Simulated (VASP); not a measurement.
# Li in VASP: single point with PBE+D3(BJ)

Aim: the single point of Li with PBE+D3(BJ).

All numbers are computed with VASP 6.6.1; they aren't measurements. Logs are shortened: lines on timing, memory, paths and dates and some standing lists are left out, and cuts for length are marked.

## (1) The cell of the first run

The cell holds a slab with vacuum, 16 atoms: a = 6.650 Å, b = 6.650 Å, c = 24.796 Å, α = 90.00°, β = 90.00°, γ = 90.00°.

## (2) Single point, PBE+D3(BJ)

Input file INCAR:

```
PREC = Accurate ; ENCUT = 520
EDIFF = 1E-6 ; ISMEAR = 0
SIGMA = 0.1 ; LREAL = Auto
LASPH = T ; NELM = 60
ALGO = Normal ; ISIF = 2
LWAVE = F ; LCHARG = F
LDIPOL = T ; IDIPOL = 3
DIPOL = 0.5 0.5 0.427 ; GGA = PE
IVDW = 12 ; NBANDS = 38
```

Input file KPOINTS:

```
regular mesh
0
Gamma
  3 3 1
```

Input file POSCAR:

```
Li
1.0
    6.6501031496      0.0000000000      0.0000000000
    0.0000000000      6.6501031496      0.0000000000
    0.0000000000      0.0000000000     24.7957773622
Li
16
Direct
    0.2500000000      0.7500000000      0.3226355796
    0.2500000000      0.2500000000      0.3226355796
    0.7500000000      0.7500000000      0.3226355796
    0.7500000000      0.2500000000      0.3226355796
    0.5000000000      0.5000000000      0.3896843260
    0.5000000000      0.0000000000      0.3896843260
    0.0000000000      0.5000000000      0.3896843260
    0.0000000000      0.0000000000      0.3896843260
    0.7499343422      0.2495202386      0.4578230892
    0.7499750341      0.7504686468      0.4558817324
    0.2501081398      0.2657836718      0.4619864701
    0.2500551564      0.7307288627      0.4618835411
    0.0076399614     -0.0087691088      0.5296921875
   -0.0290524480      0.5046219543      0.5434062168
    0.4923016481     -0.0090218369      0.5297454694
    0.5295377062      0.5042753420      0.5434786833
```

Potentials or basis: VASP PAW PBE potentials, release 64 (Li_sv).

Command:

```sh
$ cat potpaw_PBE.64/Li_sv/POTCAR > POTCAR
$ mpirun -np 1 vasp_std > vasp.out
```

OUTCAR:

```text
PREC = Accurate
   ENCUT = 520
   EDIFF = 1E-6
   ISMEAR = 0
   LREAL = Auto
   LASPH = T
   NELM = 60
   ISIF = 2
   GGA = PE
   IVDW = 12
 IVDW          = 12

 ion  position               nearest neighbor table
   1  0.250  0.750  0.323-
   2  0.250  0.250  0.323-
   3  0.750  0.750  0.323-
   4  0.750  0.250  0.323-
   5  0.500  0.500  0.390-
   6  0.500  0.000  0.390-
[... 8 lines left out ...]
  15  0.492  0.991  0.530-
  16  0.530  0.504  0.543-

  LATTYP: Found a simple tetragonal cell.
 ALAT       =     6.6501031496
 C/A-ratio  =     3.7286304895

  Lattice vectors:

 A1 = (   6.6501031496,   0.0000000000,   0.0000000000)
 A2 = (   0.0000000000,   6.6501031496,   0.0000000000)
 A3 = (   0.0000000000,   0.0000000000,  24.7957773622)

Analysis of symmetry for initial positions (statically):
=====================================================================
 Subroutine PRICEL returns:
 Original cell was already a primitive cell.

 Routine SETGRP: Setting up the symmetry group for a
 simple tetragonal supercell.

 Subroutine GETGRP returns: Found  1 space group operations
 (whereof  1 operations were pure point group operations)
 out of a pool of 16 trial point group operations.

The static configuration has the point symmetry C_1 .

Analysis of symmetry for dynamics (positions and initial velocities):
=====================================================================
 Subroutine PRICEL returns:
 Original cell was already a primitive cell.

 Routine SETGRP: Setting up the symmetry group for a
 simple tetragonal supercell.

 Subroutine GETGRP returns: Found  1 space group operations
 (whereof  1 operations were pure point group operations)
 out of a pool of 16 trial point group operations.

The dynamic configuration has the point symmetry C_1 .

 Subroutine INISYM returns: Found  1 space group operations
 (whereof  1 operations are pure point group operations),
 and found     1 'primitive' translations

----------------------------------------------------------------------------------------

                                     Primitive cell

  volume of cell :    1096.5653

  direct lattice vectors                    reciprocal lattice vectors
     6.650103150  0.000000000  0.000000000     0.150373607  0.000000000  0.000000000
     0.000000000  6.650103150  0.000000000     0.000000000  0.150373607  0.000000000
     0.000000000  0.000000000 24.795777362     0.000000000  0.000000000  0.040329447
[... 105 lines left out ...]
   EMIN   =  10.00;   EMAX   =-10.00  energy-range for DOS
   EFERMI =   0.00;   METHOD = LEGACY
   ISMEAR =     0;   SIGMA  =   0.10  broadening in eV -4-tet -1-fermi 0-gaus
   EFERMI_NEDOS =   21; number of points for ismear=-14 and -15
   IALGO  =     38    algorithm
   IMIX   =      4    mixing-type and parameters
     AMIX     =   0.40;   BMIX     =  1.00
     AMIX_MAG =   1.60;   BMIX_MAG =  1.00
  volume/ion in A,a.u.               =      68.54       462.50
  Fermi-wavevector in a.u.,A,eV,Ry     =   0.576957  1.090291  4.529105  0.332880
  Thomas-Fermi vector in A             =   1.619667
   LORBIT       =      0    0 simple, 1 ext, 2 COOP (PROOUT), +10 PAW based schemes
   GGA     = PE    functional components
   LHFCALC =     F    Hartree Fock is set to
   AEXX    =    0.0000 exact exchange contribution
   IVDW    =    12    specifies the selected vdW correction
   LEPSILON=     F    determine dielectric tensor
   LRPA    =     F    only Hartree local field effects (RPA)
 non-spin polarized calculation
 Gauss-broadening in eV      SIGMA  =   0.10
  energy-cutoff  :      520.00
  volume of cell :     1096.57
 maximum number of plane-waves:     29541
 NGX is ok and might be reduce to    50
   NGX = 25   NGY = 25   NGZ = 93

 dipolmoment           0.000000      0.000000      0.165093 electrons x Angstroem

 number of electron      47.9999908 magnetization

 dipolmoment           0.000000      0.000000     -0.013588 electrons x Angstroem

 Free energy of the ion-electron system (eV)
  ---------------------------------------------------
  ext. energy  EPLUGINS =         0.00000000
  ---------------------------------------------------
  free energy    TOTEN  =       -27.76814874 eV

  energy without entropy =      -27.71484174  energy(sigma->0) =      -27.74149524

 E-fermi :  -1.8987     XC(G=0):  -2.7915

 val. band max:       -1.9192310752   @ k =   0.0000   0.0000   0.0000
 cond. band min:      -1.8960081340   @ k =   0.0000   0.0000   0.0000
 fundamental gap:      0.0232229412
 Fermi energy:        -1.8986944662

 k-point     1 :       0.0000    0.0000    0.0000
  band No.  band energies     occupation
      1     -49.3096      2.00000
      2     -49.3046      2.00000
      3     -49.1043      2.00000
      4     -49.1018      2.00000
      5     -49.0695      2.00000
      6     -49.0669      2.00000
[... 184 lines left out ...]
     35       0.8600      0.00000
     36       0.9258      0.00000
 [bands above 36 left out]

------------------------ aborting loop because EDIFF is reached ----------------------------------------

 vacuum level on the upper side and lower side of the slab       (xc-potential included)        -0.135        -0.081

 Edisp (eV)   -1.93501

 E8    (eV) :    -0.8444

  FORCE on cell =-STRESS in cart. coord.  units (eV):
  Direction    XX          YY          ZZ          XY          YZ          ZX
  --------------------------------------------------------------------------------------
  -------------------------------------------------------------------------------------
  Total      -3.43681    -3.75256     0.79519     0.00105     0.04939    -0.00105
  in kB      -5.02147    -5.48282     1.16185     0.00154     0.07216    -0.00153
  external pressure =       -3.11 kB  Pullay stress =        0.00 kB

 VOLUME and BASIS-vectors are now :
 -----------------------------------------------------------------------------
  energy-cutoff  :      520.00
  volume of cell :     1096.57
      direct lattice vectors                 reciprocal lattice vectors
     6.650103150  0.000000000  0.000000000     0.150373607  0.000000000  0.000000000
     0.000000000  6.650103150  0.000000000     0.000000000  0.150373607  0.000000000
     0.000000000  0.000000000 24.795777362     0.000000000  0.000000000  0.040329447

 POSITION                                       TOTAL-FORCE (eV/Angst)
 -----------------------------------------------------------------------------------
      1.66253      4.98758      8.00000        -0.000044      0.000328     -0.166715
      1.66253      1.66253      8.00000         0.000004      0.001885     -0.175459
      4.98758      4.98758      8.00000        -0.000032      0.001353     -0.169037
      4.98758      1.66253      8.00000        -0.000082     -0.000024     -0.166285
      3.32505      3.32505      9.66253         0.005099     -0.009922      0.082298
      3.32505      0.00000      9.66253        -0.091725      0.003820      0.190977
[... 8 lines left out ...]
      3.27386      6.59011     13.13545         0.112454      0.043273      0.085357
      3.52148      3.35348     13.47598        -0.238108     -0.028908     -0.150418
 -----------------------------------------------------------------------------------
    total drift:                                0.000262      0.000479      0.051980

  FREE ENERGIE OF THE ION-ELECTRON SYSTEM (eV)
  ---------------------------------------------------
  free  energy   TOTEN  =       -29.7031559587 eV

  energy  without entropy=      -29.6498489602  energy(sigma->0) =      -29.67650246

 vacuum level on the upper side and lower side of the slab         1.131         1.187
```

OSZICAR:

```text
N       E                     dE             d eps       ncg     rms          rms(c)
DAV:   1     0.225261871460E+03    0.22526E+03   -0.23760E+04   476   0.994E+02
DAV:   2     0.374816966190E+02   -0.18778E+03   -0.17585E+03   460   0.262E+02
DAV:   3    -0.892356780043E+01   -0.46405E+02   -0.45672E+02   698   0.765E+01
[... 17 lines left out ...]
DAV:  21    -0.277681319101E+02   -0.74758E-05   -0.57256E-07   354   0.250E-03    0.508E-04
DAV:  22    -0.277681372744E+02   -0.53642E-05   -0.45500E-07   362   0.170E-03    0.291E-04
DAV:  23    -0.277681442906E+02   -0.70162E-05   -0.29864E-07   368   0.126E-03    0.343E-04
DAV:  24    -0.277681479541E+02   -0.36636E-05   -0.13311E-07   360   0.945E-04    0.878E-05
DAV:  25    -0.277681487375E+02   -0.78340E-06   -0.67441E-08   314   0.745E-04
   1 F= -.29703156E+02 E0= -.29676502E+02  d E =-.533070E-01
```

stdout:

```text
POSCAR found type information on POSCAR Li
 POSCAR found :  1 types and      16 ions
 scaLAPACK will be used
 LDA part: xc-table for (Slater+PW92), standard interpolation
 POSCAR, INCAR and KPOINTS ok, starting setup
 FFT: planning ... GRIDC
 FFT: planning ... GRID_SOFT
 FFT: planning ... GRID
 WAVECAR not read
 entering main loop
```

It took 5.6 min on 1 thread of AMD EPYC 9R45 (Zen 5), shared host; peak memory 0.84 GiB.

What came out:

```yaml
Free_energy: -29.7032 eV
Largest_force: 0.283 eV/Å
Band_gap_on_the_k_mesh: zero (band 24 reaches -1.76 eV, above the bottom of band 25 at -1.94 eV)
Dispersion_energy_per_atom: -0.121 eV
```

Forces in eV/Å, atoms in the order of the input:
```
Li   0.000  0.000 -0.167
Li   0.000  0.002 -0.175
Li   0.000  0.001 -0.169
Li   0.000  0.000 -0.166
Li   0.005 -0.010  0.082
Li  -0.092  0.004  0.191
Li  -0.005 -0.010  0.083
Li   0.092  0.004  0.192
Li   0.000  0.074  0.114
Li   0.000 -0.090  0.152
Li  -0.001 -0.031  0.017
Li   0.001  0.026 -0.025
Li  -0.112  0.043  0.086
Li   0.238 -0.028 -0.150
Li   0.112  0.043  0.085
Li  -0.238 -0.029 -0.150
```

Caveat: the cutoff is under 1.25 times the usual one of these potentials, so pressure, stress and relaxed cells hold a basis-set (Pulay) error.
